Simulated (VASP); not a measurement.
# Si in VASP: further runs

Runs on Si. Level: PBE+D3(BJ). Tasks: single point.

Program: VASP 6.6.1. These are calculated values, not measurements. Logs are shortened: lines on timing, memory, paths and dates and some standing lists are left out, and cuts for length are marked.

### 1 The cell of the first run

The cell holds a slab with vacuum, 4 atoms: a = 3.848 Å, b = 3.848 Å, c = 18.442 Å, α = 90.00°, β = 90.00°, γ = 120.00°.

### 2 Single point, PBE+D3(BJ)

Input file INCAR:

```
ALGO = Normal
DIPOL = 0.5 0.5 0.389
EDIFF = 1E-6
ENCUT = 520
GGA = PE
IDIPOL = 3
ISIF = 2
ISMEAR = 0
IVDW = 12
LASPH = True
LCHARG = False
LDIPOL = True
LREAL = False
LWAVE = False
NBANDS = 16
NELM = 60
PREC = Accurate
SIGMA = 0.1
```

Input file KPOINTS:

```
k-points
0
Gamma
  9 9 1
```

Input file POSCAR:

```
Si
1.0
    3.8475254764      0.0000000000      0.0000000000
   -1.9237627382      3.3320548043      0.0000000000
    0.0000000000      0.0000000000     18.4415958250
Si
4
Direct
    0.3333333333      0.6666666667      0.2695427207
    0.6666666667      0.3333333333      0.2440135899
    0.0000000000      1.3333333333      0.5336629172
    0.3333333333      1.0000000000      0.5081337863
```

Potentials or basis: VASP PAW PBE potentials, release 64 (Si).

On the command line:

```
$ cat potpaw_PBE.64/Si/POTCAR > POTCAR
$ mpirun -np 1 vasp_std > vasp.out
```

OUTCAR:

```text
EDIFF = 1E-6
   ENCUT = 520
   GGA = PE
   ISIF = 2
   ISMEAR = 0
   IVDW = 12
   LASPH = True
   LREAL = False
   NELM = 60
   PREC = Accurate
 IVDW          = 12

 ion  position               nearest neighbor table
   1  0.333  0.667  0.270-   2 2.27   2 2.27   2 2.27
   2  0.667  0.333  0.244-   1 2.27   1 2.27   1 2.27
   3  0.000  0.333  0.534-   4 2.27   4 2.27   4 2.27
   4  0.333  0.000  0.508-   3 2.27   3 2.27   3 2.27

  LATTYP: Found a hexagonal cell.
 ALAT       =     3.8475254764
 C/A-ratio  =     4.7931055787

  Lattice vectors:

 A1 = (   3.8475254764,   0.0000000000,   0.0000000000)
 A2 = (  -1.9237627382,   3.3320548043,   0.0000000000)
 A3 = (   0.0000000000,   0.0000000000,  18.4415958250)

Analysis of symmetry for initial positions (statically):
=====================================================================
 Subroutine PRICEL returns:
 Original cell was already a primitive cell.

 Routine SETGRP: Setting up the symmetry group for a
 hexagonal supercell.

 Subroutine GETGRP returns: Found  2 space group operations
 (whereof  1 operations were pure point group operations)
 out of a pool of 24 trial point group operations.

The static configuration has the point symmetry C_1 .
 The point group associated with its full space group is S_2 .

Analysis of symmetry for dynamics (positions and initial velocities):
=====================================================================
 Subroutine PRICEL returns:
 Original cell was already a primitive cell.

 Routine SETGRP: Setting up the symmetry group for a
 hexagonal supercell.

 Subroutine GETGRP returns: Found  2 space group operations
 (whereof  1 operations were pure point group operations)
 out of a pool of 24 trial point group operations.

The dynamic configuration has the point symmetry C_1 .
 The point group associated with its full space group is S_2 .

 Subroutine INISYM returns: Found  2 space group operations
 (whereof  1 operations are pure point group operations),
 and found     1 'primitive' translations

----------------------------------------------------------------------------------------

                                     Primitive cell

  volume of cell :     236.4243

  direct lattice vectors                    reciprocal lattice vectors
     3.847525476  0.000000000  0.000000000     0.259907311  0.150057556  0.000000000
    -1.923762738  3.332054804  0.000000000     0.000000000  0.300115112  0.000000000
     0.000000000  0.000000000 18.441595825     0.000000000  0.000000000  0.054225242

  length of vectors
     3.847525476  3.847525476 18.441595825     0.300115112  0.300115112  0.054225242

  position of ions in fractional coordinates (direct lattice)
     0.333333333  0.666666667  0.269542721
     0.666666667  0.333333333  0.244013590
     0.000000000  0.333333333  0.533662917
     0.333333333  0.000000000  0.508133786

  ion indices of the primitive-cell ions
   primitive index   ion index
                 1           1
                 2           2
                 3           3
                 4           4

----------------------------------------------------------------------------------------

 KPOINTS: k-points

Automatic generation of k-mesh.
 Grid dimensions read from file:
 generate k-points for:    9    9    1

 Generating k-lattice:

  Cartesian coordinates                     Fractional coordinates (reciprocal lattice)
     0.028878590  0.016673062  0.000000000     0.111111111  0.000000000  0.000000000
     0.000000000  0.033346124  0.000000000     0.000000000  0.111111111  0.000000000
     0.000000000  0.000000000  0.054225242     0.000000000  0.000000000  1.000000000

  Length of vectors
     0.033346124  0.033346124  0.054225242

  Shift w.r.t. Gamma in fractional coordinates (k-lattice)
     0.000000000  0.000000000  0.000000000

 Subroutine IBZKPT returns following result:
 ===========================================

 Found     41 irreducible k-points:

 Following reciprocal coordinates:
            Coordinates               Weight
  0.000000  0.000000  0.000000      1.000000
  0.111111  0.000000  0.000000      2.000000
  0.000000  0.111111  0.000000      2.000000
 -0.111111  0.111111  0.000000      2.000000
  0.222222 -0.000000  0.000000      2.000000
  0.000000  0.222222  0.000000      2.000000
[... 16 lines left out ...]
  0.333333  0.111111  0.000000      2.000000
 -0.111111  0.444444  0.000000      2.000000
 [... further k-points ...]
   k-points           NKPTS =     41   k-points in BZ     NKDIM =     41   number of bands    NBANDS=     16
   number of dos      NEDOS =    301   number of ions     NIONS =      4
   total plane-waves  NPLWV = 126000
   dimension x,y,z NGX =    30 NGY =   30 NGZ =  140
   dimension x,y,z NGXF=    60 NGYF=   60 NGZF=  280
   ions per type =               4
   NGX,Y,Z   is equivalent  to a cutoff of  12.96, 12.96, 12.62 a.u.
   NGXF,Y,Z  is equivalent  to a cutoff of  25.93, 25.93, 25.24 a.u.
 SYSTEM =  unknown system
   PREC   = accura    normal or accurate (medium, high low for compatibility)
   ISTART =      0    job   : 0-new  1-cont  2-samecut
   ICHARG =      2    charge: 1-file 2-atom 10-const
   ISPIN  =      1    spin polarized calculation?
   LNONCOLLINEAR =      F non collinear calculations
   LSORBIT =      F    spin-orbit coupling
   LASPH  =      T    aspherical Exc in radial PAW
   ENCUT  =  520.0 eV  38.22 Ry    6.18 a.u.   7.15  7.15 34.29*2*pi/ulx,y,z
   NELM   =     60;   NELMIN=  2; NELMDL= -5     # of ELM steps
   EDIFF  = 0.1E-05   stopping-criterion for ELM
   LREAL  =      F    real-space projection
   EDIFFG = 0.1E-04   stopping-criterion for IOM
   NSW    =      0    number of steps for IOM
   IBRION =     -1    ionic relax: 0-MD 1-quasi-New 2-CG
   NFREE  =      0    steps in history (QN), initial steepest desc. (CG)
   ISIF   =      2    stress and relaxation
   ISYM   =      2    0-nonsym 1-usesym 2-fastsym
   POTIM  = 0.5000    time-step for ionic-motion
   TEBEG  =    0.0;   TEEND  =   0.0 temperature during run
   PSTRESS=    0.0 pullay stress
   NELECT =      16.0000    total number of electrons
   NUPDOWN=      -1.0000    fix difference up-down
   EMIN   =  10.00;   EMAX   =-10.00  energy-range for DOS
   EFERMI =   0.00;   METHOD = LEGACY
   ISMEAR =     0;   SIGMA  =   0.10  broadening in eV -4-tet -1-fermi 0-gaus
   EFERMI_NEDOS =   21; number of points for ismear=-14 and -15
   IALGO  =     38    algorithm
   IMIX   =      4    mixing-type and parameters
     AMIX     =   0.40;   BMIX     =  1.00
     AMIX_MAG =   1.60;   BMIX_MAG =  1.00
  volume/ion in A,a.u.               =      59.11       398.87
  Fermi-wavevector in a.u.,A,eV,Ry     =   0.667141  1.260713  6.055637  0.445077
  Thomas-Fermi vector in A             =   1.741657
   LORBIT       =      0    0 simple, 1 ext, 2 COOP (PROOUT), +10 PAW based schemes
   GGA     = PE    functional components
   LHFCALC =     F    Hartree Fock is set to
   AEXX    =    0.0000 exact exchange contribution
   IVDW    =    12    specifies the selected vdW correction
   LEPSILON=     F    determine dielectric tensor
   LRPA    =     F    only Hartree local field effects (RPA)
 non-spin polarized calculation
 Gauss-broadening in eV      SIGMA  =   0.10
  energy-cutoff  :      520.00
  volume of cell :      236.42
 maximum number of plane-waves:      6399
 NGX is ok and might be reduce to    30
   NGX = 15   NGY = 15   NGZ = 69

 dipolmoment           0.000000      0.000000      0.000123 electrons x Angstroem

 number of electron      16.0000002 magnetization

 dipolmoment           0.000000      0.000000     -0.000004 electrons x Angstroem

 Free energy of the ion-electron system (eV)
  ---------------------------------------------------
  ext. energy  EPLUGINS =         0.00000000
  ---------------------------------------------------
  free energy    TOTEN  =       -19.15154206 eV

  energy without entropy =      -19.15042199  energy(sigma->0) =      -19.15098202

 E-fermi :  -0.9958     XC(G=0):  -4.2829

 val. band max:       -1.0916477081   @ k =   0.3333   0.3333   0.0000
 cond. band min:      -0.8998808440   @ k =   0.3333   0.3333   0.0000
 fundamental gap:      0.1917668642
 Fermi energy:        -0.9957623652

 k-point     1 :       0.0000    0.0000    0.0000
  band No.  band energies     occupation
      1     -12.1184      2.00000
      2     -12.0744      2.00000
      3      -4.4503      2.00000
      4      -3.9381      2.00000
      5      -2.1866      2.00000
      6      -2.1859      2.00000
[... 8 lines left out ...]
     15       2.0614      0.00000
     16       2.3533      0.00000

 k-point     2 :       0.1111    0.0000    0.0000
  band No.  band energies     occupation
      1     -11.9728      2.00000
      2     -11.9291      2.00000
      3      -4.3476      2.00000
      4      -3.8721      2.00000
      5      -3.1567      2.00000
      6      -3.1091      2.00000
[... 8 lines left out ...]
     15       2.5751      0.00000
     16       2.5802      0.00000

 k-point     3 :       0.0000    0.1111    0.0000
  band No.  band energies     occupation
      1     -11.9727      2.00000
      2     -11.9291      2.00000
      3      -4.3458      2.00000
      4      -3.8748      2.00000
      5      -3.1558      2.00000
      6      -3.1093      2.00000
[... 8 lines left out ...]
     15       2.5692      0.00000
     16       2.5861      0.00000
[... 362 lines left out ...]
 k-point    23 :       0.3333    0.1111    0.0000
  band No.  band energies     occupation
      1     -10.3372      2.00000
      2     -10.2988      2.00000
      3      -7.3793      2.00000
      4      -7.3462      2.00000
      5      -4.0771      2.00000
      6      -4.0481      2.00000
[... 8 lines left out ...]
     15       4.7532      0.00000
     16       5.0210      0.00000

 k-point    24 :      -0.1111    0.4444    0.0000
  band No.  band energies     occupation
      1     -10.3358      2.00000
      2     -10.2998      2.00000
      3      -7.3820      2.00000
      4      -7.3445      2.00000
      5      -4.0722      2.00000
      6      -4.0524      2.00000
[... 8 lines left out ...]
     15       4.6575      0.00000
     16       5.0377      0.00000

 [... further k-points ...]

------------------------ aborting loop because EDIFF is reached ----------------------------------------

 vacuum level on the upper side and lower side of the slab       (xc-potential included)        -0.151        -0.156

 Edisp (eV)   -0.91126

 E8    (eV) :    -0.3857

  FORCE on cell =-STRESS in cart. coord.  units (eV):
  Direction    XX          YY          ZZ          XY          YZ          ZX
  --------------------------------------------------------------------------------------
  -------------------------------------------------------------------------------------
  Total      -0.11739    -0.10707    -0.70028     0.01659    -0.05701     0.02167
  in kB      -0.79554    -0.72560    -4.74556     0.11240    -0.38631     0.14688
  external pressure =       -2.09 kB  Pullay stress =        0.00 kB

 VOLUME and BASIS-vectors are now :
 -----------------------------------------------------------------------------
  energy-cutoff  :      520.00
  volume of cell :      236.42
      direct lattice vectors                 reciprocal lattice vectors
     3.847525476  0.000000000  0.000000000     0.259907311  0.150057556  0.000000000
    -1.923762738  3.332054804  0.000000000     0.000000000  0.300115112  0.000000000
     0.000000000  0.000000000 18.441595825     0.000000000  0.000000000  0.054225242

 POSITION                                       TOTAL-FORCE (eV/Angst)
 -----------------------------------------------------------------------------------
     -0.00000      2.22137      4.97080        -0.007458      0.009073      0.104282
      1.92376      1.11068      4.50000         0.002077      0.003195      0.040595
     -0.64125      1.11068      9.84160        -0.002077     -0.003195     -0.040595
      1.28251      0.00000      9.37080         0.007458     -0.009073     -0.104282
 -----------------------------------------------------------------------------------
    total drift:                                0.000000     -0.000000     -0.000052

  FREE ENERGIE OF THE ION-ELECTRON SYSTEM (eV)
  ---------------------------------------------------
  free  energy   TOTEN  =       -20.0628005454 eV

  energy  without entropy=      -20.0616804762  energy(sigma->0) =      -20.06224051

 vacuum level on the upper side and lower side of the slab         3.502         3.504
```

It took 3.2 min on 1 thread of Intel Xeon 6975P-C (Granite Rapids), shared host; peak memory 0.38 GiB.

What came out:

```yaml
Free_energy: -20.0628 eV
Largest_force: 0.105 eV/Å
Band_gap_on_the_k_mesh: 0.19 eV, direct
Dispersion_energy_per_atom: -0.228 eV
```

Forces on the atoms (eV/Å):
```
Si  -0.007  0.009  0.104
Si   0.002  0.003  0.041
Si  -0.002 -0.003 -0.041
Si   0.007 -0.009 -0.104
```

[end of part 1 of 2]
